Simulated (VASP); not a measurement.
# Si8O17 (a cell with a defect) in VASP: further runs, part 2 of 2

VASP 6.6.1. The steps go on from the part before.

## 3. Single point, PBE+D3(BJ), collinear spin

The input, INCAR:

```
PREC     = Accurate       # precision mode
ENCUT    = 520            # plane-wave cutoff, eV
EDIFF    = 1E-7           # SCF threshold, eV
ISMEAR   = -1             # smearing method
SIGMA    = 0.02           # smearing width, eV
LREAL    = Auto         
LASPH    = T              # aspherical terms in the spheres
NELM     = 150            # most SCF steps
ALGO     = Normal         # electronic algorithm
ISIF     = 2              # what is computed and relaxed
LWAVE    = F              # write WAVECAR
LCHARG   = F              # write CHGCAR
ISPIN    = 2              # spin polarisation
MAGMOM   = 0 0 0 0 0 0 0 0 0 0 0 0 0 0 0 0 0 0 0 0 0 0 0 0 1 # initial moments
LORBIT   = 11             # projections on sites
GGA      = PE             # functional
IVDW     = 12             # dispersion correction
NBANDS   = 89             # bands
```

The input, KPOINTS:

```
regular mesh
0
Gamma
  1 1 1
```

The input, POSCAR:

```
Si8O17
1.0
   -4.9028000000     -4.9028000000      0.0000000000
    4.9028000000     -4.9028000000      0.0000000000
    0.0000000000      0.0000000000      6.7782000000
Si O
8 17
Direct
    0.1346475483      0.4792465530      0.0326635390
   -0.0534286530      0.1948784368      0.3227995633
    0.7512543852      0.5354389329      0.5412351362
   -0.0224055642      0.7937811047      0.7883951492
    0.6829362813      0.0058741943      0.0427842200
    0.4662029860      0.6966223383      0.2599952790
    0.2902423105     -0.0012237905      0.5681154289
    0.4690381007      0.3116994371      0.8013336874
    0.2963000734      0.5596801828      0.1881768021
    0.8754385249      0.3318715836      0.4944970641
    0.6157807783      0.4914028718      0.7421291788
    0.0026413478      0.6742983601      0.9973001682
    0.9208207555      0.6932569144      0.5859962822
    0.6678428653      0.5618218161      0.3206751055
   -0.0092090234      0.3213571837      0.1257118409
    0.2636146692      0.4166088766      0.8314449264
    0.7715693073      0.0583850045      0.2600395385
    0.4398710941      0.8176144244      0.4805848160
    0.1748694623      0.9194031982      0.7488713818
    0.5773741535      0.2084013217      0.9840665663
    0.4503345027      0.1685771396      0.6234398513
    0.1548706861      0.0760177858      0.4041633472
    0.5510626581      0.8259871910      0.0768640642
    0.8272007832      0.9669576568      0.8345578472
    0.2519274700     -0.0394162519      0.0950399811
```

Potentials or basis: VASP PAW PBE potentials, release 64 (Si, O).

Started as:

```bash
cat potpaw_PBE.64/Si/POTCAR potpaw_PBE.64/O/POTCAR > POTCAR
mpirun -np 1 vasp_gam > vasp.out
```

OUTCAR:

```text
PREC = Accurate
   ENCUT = 520
   EDIFF = 1E-7
   ISMEAR = -1
   LREAL = Auto
   LASPH = T
   NELM = 150
   ISIF = 2
   ISPIN = 2
   LORBIT = 11
   GGA = PE
   IVDW = 12
 IVDW          = 12

 ion  position               nearest neighbor table
   1  0.135  0.479  0.033-  15 1.61   9 1.64  12 1.65  16 1.69   4 2.95   8 3.03   2 3.08
   2  0.947  0.195  0.323-  10 1.58  17 1.60  15 1.63  22 1.75   5 2.94   1 3.08   3 3.10
   3  0.751  0.535  0.541-  14 1.61  13 1.63  11 1.68  10 1.68   4 2.91   6 2.96   8 3.06   2 3.10
[... 450 lines left out ...]
     -3.68540     -5.59630      2.18800        -1.317273     -1.205168      0.822354
     -1.05810     -6.30840      3.66860        -2.046580      1.569894      0.323803
     -0.90120     -8.68470      5.34390         1.128473     -1.552908      1.765946
     -3.31950     -3.37710      0.29000         0.027810     -3.127607     -2.311136
      1.12970     -5.70110      1.76230        -0.900573     -1.614605      2.443885
[... 17 lines left out ...]
      0.68520     -8.79640      5.65680         1.644698      1.213072      2.754419
      3.47440     -5.94470      0.64420         0.158639     -0.082897      0.222862
 -----------------------------------------------------------------------------------
    total drift:                               -0.008967      0.006204     -0.002774

  FREE ENERGIE OF THE ION-ELECTRON SYSTEM (eV)
  ---------------------------------------------------
  free  energy   TOTEN  =      -191.6343454093 eV

  energy  without entropy=     -191.6343454092  energy(sigma->0) =     -191.63434541

 total charge

# of ion       s       p       d       tot
------------------------------------------
    1        0.637   0.953   0.000   1.590
    2        0.641   0.971   0.000   1.612
    3        0.640   0.945   0.000   1.585
    4        0.657   1.006   0.000   1.663
    5        0.644   0.968   0.000   1.612
    6        0.627   0.914   0.000   1.541
[... 17 lines left out ...]
   24        1.555   3.610   0.000   5.165
   25        1.625   3.011   0.000   4.636
--------------------------------------------------
tot         31.641  69.415   0.000 101.056

 magnetization (x)

# of ion       s       p       d       tot
------------------------------------------
    1       -0.000   0.000   0.000   0.000
    2       -0.000  -0.001   0.000  -0.001
    3       -0.000   0.000   0.000   0.000
    4       -0.000  -0.000   0.000  -0.000
    5       -0.000   0.001   0.000   0.001
    6       -0.000  -0.002   0.000  -0.002
[... 17 lines left out ...]
   24        0.000   0.003   0.000   0.003
   25        0.016   1.372   0.000   1.388
--------------------------------------------------
tot          0.027   1.624   0.000   1.651
```

Wall time 2.3 min (1 thread of AMD EPYC 7R43 (Zen 3), shared host); peak memory 0.4 GiB.

Results:

- Free energy: -191.6343 eV
- Pressure: 0.5 GPa
- Largest force: 5.193 eV/Å
- Band gap on the k mesh: 1.15 eV
- Net moment: 2.00 μB per cell
- Site moments: Si +0.00, -0.00; O -0.00, +0.00, +0.01, +0.06, +0.09, +1.39 μB
- Valence electrons inside the program's atomic spheres: Si 1.59, 1.61, 1.58, 1.66, 1.54, 1.68; O 5.26, 5.24, 5.18, 5.19, 5.17, 5.20, 5.12, 5.25, 5.21, 4.64
- Dispersion energy per atom: -0.133 eV

Forces in eV/Å, atoms in the order of the input:
```
Si  -0.089 -1.346 -0.309
Si  -1.317 -1.205  0.822
Si  -2.047  1.570  0.324
Si   1.128 -1.553  1.766
Si   0.028 -3.128 -2.311
Si  -0.901 -1.615  2.444
Si  -4.123 -2.390 -0.882
Si  -0.067 -2.420  0.580
O   -0.475  0.734  0.445
O    0.477 -0.443  1.561
O   -0.274 -1.056 -1.782
O   -0.561  0.594 -1.729
O   -0.109  0.846 -0.288
O    2.852  0.763 -0.298
O   -0.928 -0.659 -0.439
O    1.686  1.361  1.985
O   -1.276  0.718 -0.500
O    1.190  0.870 -1.685
O   -0.449  0.954  1.312
O    0.299  0.648  0.355
O   -0.663  2.224 -1.482
O    4.099  1.367 -2.881
O   -0.283  2.036  0.015
O    1.645  1.213  2.754
O    0.159 -0.083  0.223
```

Caveat: the k points lie up to 0.93 Å⁻¹ apart.

## 4. Single point, PBE+D3(BJ), collinear spin

The input, INCAR:

```
SYSTEM = Si8O17
  PREC = Accurate
  ENCUT = 520
  EDIFF = 1E-6
  ISMEAR = -1
  SIGMA = 0.02
  LREAL = Auto
  LASPH = .TRUE.
  NELM = 150
  ALGO = Normal
  ISIF = 2
  LWAVE = .FALSE.
  LCHARG = .FALSE.
  ISPIN = 2
  MAGMOM = 0 0 0 0 0 0 0 0 0 0 0 0 0 0 0 0 0 0 0 0 0 0 0 0 1
  LORBIT = 11
  GGA = PE
  IVDW = 12
  NBANDS = 89
```

The input, KPOINTS:

```
regular mesh
0
G
  1 1 1
  0 0 0
```

The input, POSCAR:

```
Si8O17
1.0
   -4.9028000000     -4.9028000000      0.0000000000
    4.9028000000     -4.9028000000      0.0000000000
    0.0000000000      0.0000000000      6.7782000000
Si O
8 17
Direct
    0.1673941421      0.4750550706      0.0868814730
   -0.0567940769      0.2036489353      0.3757044643
    0.7673472302      0.5355205189      0.5898616152
   -0.0147160806      0.8257832259      0.8553450769
    0.6626825487      0.0306559517      0.0837095394
    0.4748205107      0.6913702374      0.3110412794
    0.2726095292     -0.0089846618      0.5904074828
    0.4522517745      0.3038263849      0.7967454486
    0.2976258465      0.5479725871      0.2668850137
    0.8954780942      0.3425083626      0.5829571273
    0.5894080933      0.4917496125      0.7588297778
    0.0300032634      0.6700252917      1.0117730371
    0.9011075304      0.7212715183      0.6610309522
    0.6887288896      0.5958023986      0.3673099053
    0.0424961247      0.3221526475      0.1924257177
    0.2501427756      0.4076242147      0.8582662064
    0.7293485355      0.1120074243      0.2978814435
    0.4003018683      0.8526964184      0.4714968576
    0.2181814473      0.8906543200      0.7884099023
    0.5008464551      0.1949600228      0.9930955121
    0.4282960757      0.1876784694      0.5948334366
    0.1022069022      0.0394264502      0.4375350388
    0.5497674798      0.8272619728      0.1106931044
    0.8434669984      1.0007036795      0.9383612168
    0.1712898752     -0.0747939953      0.1417780532
```

Potentials or basis: VASP PAW PBE potentials, release 64 (Si, O).

Started as:

```bash
cat potpaw_PBE.64/Si/POTCAR potpaw_PBE.64/O/POTCAR > POTCAR
mpirun -np 1 vasp_gam > vasp.out
```

OUTCAR:

```text
SYSTEM = Si8O17
   PREC = Accurate
   ENCUT = 520
   EDIFF = 1E-6
   ISMEAR = -1
   LREAL = Auto
   LASPH = .TRUE.
   NELM = 150
   ISIF = 2
   ISPIN = 2
   LORBIT = 11
   GGA = PE
   IVDW = 12
 IVDW          = 12

 ion  position               nearest neighbor table
   1  0.167  0.475  0.087-  15 1.54   9 1.60  16 1.72  12 1.73   6 3.02   8 3.03   2 3.13
   2  0.943  0.204  0.376-  22 1.64  15 1.64  17 1.70  10 1.73   3 2.98   5 3.02   7 3.08   1 3.13

   3  0.767  0.536  0.590-  10 1.61  14 1.66  13 1.66  11 1.71   6 2.98   2 2.98   8 3.05   4 3.09

   4  0.985  0.826  0.855-  12 1.54  13 1.61  24 1.66  19 1.74  25 2.43   7 2.92   5 3.07   3 3.09
[... 10 lines left out ...]
  10  0.895  0.343  0.583-   3 1.61   2 1.73
  11  0.589  0.492  0.759-   8 1.63   3 1.71
[... 441 lines left out ...]
     -3.09870     -3.39930      0.56740         1.635268      1.234935     -0.096621
      1.06170     -5.71760      2.10830         1.295379     -3.478087     -1.181733
[... 17 lines left out ...]
     -4.13190     -4.13880      6.36040        -0.963110     -0.167086     -1.467427
      3.69630     -5.37590      0.96100        -0.144990     -0.248021     -0.114740
 -----------------------------------------------------------------------------------
    total drift:                               -0.000018      0.015089      0.001087

  FREE ENERGIE OF THE ION-ELECTRON SYSTEM (eV)
  ---------------------------------------------------
  free  energy   TOTEN  =      -191.0442066105 eV

  energy  without entropy=     -191.0442066105  energy(sigma->0) =     -191.04420661

 total charge

# of ion       s       p       d       tot
------------------------------------------
    1        0.637   0.961   0.000   1.598
    2        0.623   0.896   0.000   1.519
    3        0.641   0.942   0.000   1.583
    4        0.641   0.975   0.000   1.617
    5        0.641   0.965   0.000   1.606
    6        0.628   0.921   0.000   1.549
[... 17 lines left out ...]
   24        1.546   3.677   0.000   5.223
   25        1.627   3.028   0.000   4.656
--------------------------------------------------
tot         31.646  69.350   0.000 100.995

 magnetization (x)

# of ion       s       p       d       tot
------------------------------------------
    1       -0.000  -0.000   0.000  -0.000
    2       -0.000   0.000   0.000  -0.000
    3       -0.000   0.000   0.000   0.000
    4       -0.001  -0.003   0.000  -0.004
    5       -0.000   0.000   0.000  -0.000
    6       -0.000   0.000   0.000   0.000
[... 17 lines left out ...]
   24       -0.000  -0.000   0.000  -0.000
   25        0.016   1.360   0.000   1.376
--------------------------------------------------
tot          0.029   1.626   0.000   1.655
```

OSZICAR:

```text
N       E                     dE             d eps       ncg     rms          rms(c)
DAV:   1     0.118690590160E+04    0.11869E+04   -0.80056E+04   364   0.147E+03
DAV:   2    -0.112325394477E+03   -0.12992E+04   -0.12546E+04   438   0.359E+02
DAV:   3    -0.210479083809E+03   -0.98154E+02   -0.97431E+02   424   0.105E+02
DAV:   4    -0.212175895076E+03   -0.16968E+01   -0.16906E+01   448   0.151E+01
DAV:   5    -0.212205709907E+03   -0.29815E-01   -0.29782E-01   432   0.193E+00    0.409E+01
DAV:   6    -0.187561164919E+03    0.24645E+02   -0.10107E+02   416   0.335E+01    0.195E+01
DAV:   7    -0.187672521258E+03   -0.11136E+00   -0.39314E+00   424   0.699E+00    0.747E+00
DAV:   8    -0.187672182400E+03    0.33886E-03   -0.37599E-01   416   0.267E+00    0.331E+00
DAV:   9    -0.187688843972E+03   -0.16662E-01   -0.10501E-01   432   0.157E+00    0.114E+00
DAV:  10    -0.187710974813E+03   -0.22131E-01   -0.32419E-02   392   0.749E-01    0.509E-01
DAV:  11    -0.187711414381E+03   -0.43957E-03   -0.49745E-03   424   0.358E-01    0.305E-01
DAV:  12    -0.187712931727E+03   -0.15173E-02   -0.25238E-03   392   0.185E-01    0.149E-01
DAV:  13    -0.187713249279E+03   -0.31755E-03   -0.43580E-04   440   0.817E-02    0.815E-02
DAV:  14    -0.187713363235E+03   -0.11396E-03   -0.20529E-04   392   0.499E-02    0.484E-02
DAV:  15    -0.187713385256E+03   -0.22021E-04   -0.67273E-05   416   0.326E-02    0.193E-02
DAV:  16    -0.187713395347E+03   -0.10091E-04   -0.28851E-05   408   0.166E-02    0.125E-02
DAV:  17    -0.187713398061E+03   -0.27136E-05   -0.13148E-05   392   0.959E-03    0.990E-03
DAV:  18    -0.187713398745E+03   -0.68427E-06   -0.38094E-06   304   0.578E-03
   1 F= -.19104421E+03 E0= -.19104421E+03  d E =-.261804E-12  mag=     2.0000
```

It took 1.9 min on 1 thread of AMD EPYC 7R43 (Zen 3), shared host; peak memory 0.4 GiB.

Results:

```
Free energy                                           : -191.0442 eV
Pressure                                              : 0.5 GPa
Largest force                                         : 5.194 eV/Å
Band gap on the k mesh                                : 1.32 eV
Net moment                                            : 2.00 μB per cell
Site moments                                          : Si -0.00, +0.00; O -0.00, +0.00, +0.13, +0.01, +0.04, +0.08, +1.38 μB
Valence electrons inside the program's atomic spheres : Si 1.60, 1.52, 1.58, 1.62, 1.61, 1.55, 1.73, 1.72; O 5.25, 5.17, 5.18, 5.23, 5.22, 5.29, 5.30, 5.20, 4.66
Dispersion energy per atom                            : -0.133 eV
```

Forces on the atoms (eV/Å):
```
Si   1.636 -1.601 -4.347
Si   1.260  0.601  0.480
Si   1.675  0.135  1.436
Si   0.725 -2.333 -0.889
Si   1.635  1.235 -0.097
Si   1.295 -3.478 -1.182
Si   0.721 -3.490 -1.315
Si   2.184 -1.483 -0.484
O   -1.073 -1.174  0.021
O   -2.098  0.666 -2.551
O   -1.056 -1.987 -1.762
O   -3.243  2.214  3.242
O    0.424  1.190 -0.547
O    0.594  1.213  1.012
O    0.188  3.078  1.260
O    1.695  0.645  2.660
O   -0.959 -2.228  0.788
O   -4.740  0.731 -1.992
O    2.098  1.934  1.839
O   -3.765  0.094  2.192
O   -0.022  2.493  0.307
O    2.359  0.746  0.328
O   -0.427  1.214  1.183
O   -0.963 -0.167 -1.467
O   -0.145 -0.248 -0.115
```

Stress tensor (GPa, compression positive):
```
 0.27 -1.26 -2.24
-1.26 -0.52 -0.61
-2.24 -0.61  1.60
```

Levels at points of the mesh, in eV from the valence-band top:
Spin up:
| k point | band 65 | band 66 | band 67 | band 68 | band 69 | band 70 | band 71 | band 72 |
| --- | --- | --- | --- | --- | --- | --- | --- | --- |
| (0.00, 0.00, 0.00) | -1.18 | -1.11 | -0.90 | -0.79 | 4.21 | 6.50 | 6.81 | 6.93 |
Spin down:
```
           k point  band 62  band 63  band 64  band 65  band 66  band 67  band 68  band 69  band 70  band 71
(0.00, 0.00, 0.00)    -1.38    -1.33    -1.22    -1.00     0.00     1.32     1.64     4.24     6.52     6.83
```

Caveat: the k points lie up to 0.93 Å⁻¹ apart.
